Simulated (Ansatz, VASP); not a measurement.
# Al in VASP and in Ansatz

INCAR

```
SYSTEM = Al
PREC = Accurate ; ENCUT = 600
EDIFF = 1E-6 ; ISMEAR = 0
SIGMA = 0.1 ; LREAL = .FALSE.
LASPH = .TRUE. ; NELM = 60
ALGO = Fast ; ISIF = 3
LWAVE = .FALSE. ; LCHARG = .FALSE.
GGA = PE ; IBRION = 2
NSW = 60 ; EDIFFG = -0.005
```

KPOINTS

```
Automatic mesh
0
G
  40 40 40
  0 0 0
```

The input POSCAR:

```
Al
1.0
    0.0000000000      2.0250000000      2.0250000000
    2.0250000000      0.0000000000      2.0250000000
    2.0250000000      2.0250000000      0.0000000000
Al
1
Direct
    0.0000000000      0.0000000000      0.0000000000
```

Input for Ansatz:

```yaml
crystal:
  lattice:
    - [0.0, 2.025, 2.025]
    - [2.025, 0.0, 2.025]
    - [2.025, 2.025, 0.0]
  atoms:
    - { symbol: Al, position: [0.0, 0.0, 0.0] }
scf:
  occupations: { method: gaussian, width: 0.1 }
output:
  forces: true
  stress: true
  eigenvalues: true
hamiltonian:
  xc: pbe
kpoints:
  mp_grid: { grid: [40, 40, 40] }
relax:
  f_tol: 0.005
  max_steps: 40
  cell: { stress_tol: 0.02 }
```

Alike in both runs: task relaxation of cell and atoms; functional PBE; k mesh 40 × 40 × 40; occupations gaussian, width 0.1 eV; no spin polarisation.

|  | VASP | Ansatz |
| --- | --- | --- |
| version | VASP 6.6.1 | Ansatz 0.2.0 |
| potentials or method | VASP PAW PBE potentials, release 64 (Al) | scalar-relativistic, plane waves, PAW |
| plane-wave cutoff (eV) | 600 | 420 |
| valence electrons in the cell | 3 | 3 |

```csv
,VASP,Ansatz,Ansatz less VASP
"gap on the k mesh at the Fermi level, each at its own relaxed structure (eV)",none,none,-
relaxed volume (Å³/atom),16.48,16.49,+0.009
relaxed cell length with the largest relative difference (Å),2.857,2.857,+0.0005
```

A gap of «none» marks a metal or a gap that the smearing closes.
